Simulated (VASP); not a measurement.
Set up this calculation in VASP 6.6.1, as the native input.

* Task: single point
* Functional: r2SCAN
* Potentials or basis: VASP PAW PBE potentials, release 64 (Mg, S)
* Cutoff: 520 eV
* k mesh: 12 × 12 × 4
* Occupations: gaussian, width 0.01 eV
* Spin: no spin polarisation
* Dipole correction: no
* Further INCAR settings: ALGO = Normal; EDIFF = 1e-06; NBANDS = 16

The system is MgS.

```
Mg S
1.0
     4.02863    0.00000    0.00000
    -2.01431    3.48889    0.00000
     0.00000    0.00000    6.71257
Mg S
2 2
Direct
  0.33333 0.66667 0.00088
  0.66667 0.33333 0.50088
  0.33333 0.66667 0.37412
  0.66667 0.33333 0.87412
```

This cell differs from its parent crystal: uniaxial z strain +4.0%.

The input as run:

POSCAR

```
MgS
1.0
    4.0286256375      0.0000000000      0.0000000000
   -2.0143128187      3.4888921444      0.0000000000
    0.0000000000      0.0000000000      6.7125685725
Mg S
2 2
Direct
    0.3333333333      0.6666666667      0.0008768643
    0.6666666667      0.3333333333      0.5008768643
    0.3333333333      0.6666666667      0.3741231357
    0.6666666667      0.3333333333      0.8741231357
```

INCAR.step1

```
PREC = Accurate
ENCUT = 520
ISMEAR = 0
SIGMA = 0.01
LREAL = F
LASPH = T
NELM = 80
NBANDS = 16
GGA = PE
ALGO = Normal
EDIFF = 1E-4
LWAVE = T
LCHARG = F
```

INCAR.step2

```
PREC = Accurate
ENCUT = 520
EDIFF = 1E-6
ISMEAR = 0
SIGMA = 0.01
LREAL = F
LASPH = T
NELM = 80
ALGO = Normal
ISIF = 2
LWAVE = F
LCHARG = T
METAGGA = R2SCAN
LMIXTAU = T
LELF = T
LVHAR = T
NBANDS = 16
ISTART = 1
```

KPOINTS

```
Automatic mesh
0
Gamma
  12 12 4
```

Potentials or basis: VASP PAW PBE potentials, release 64 (Mg, S).

Launch:

```console
$ cat potpaw_PBE.64/Mg/POTCAR potpaw_PBE.64/S/POTCAR > POTCAR
$ cp INCAR.step1 INCAR
$ mpirun -np 1 vasp_std > vasp.out
$ cp INCAR.step2 INCAR
$ mpirun -np 1 vasp_std > vasp.out
```

Results of the run:

| Quantity | Value |
| --- | --- |
| Pressure | -2.4 GPa |
| Band gap on the k mesh | 3.94 eV |

Caveat: the cell differs from its parent crystal (uniaxial z strain +4.0%); the structure was generated, so it needn't be the stable form of MgS; the PAW data sets were made with another functional, which shifts forces and pressure a little.

Run time: 9.4 min on 1 thread of Intel Xeon 8259CL, on a shared host, peak memory 0.26 GiB.
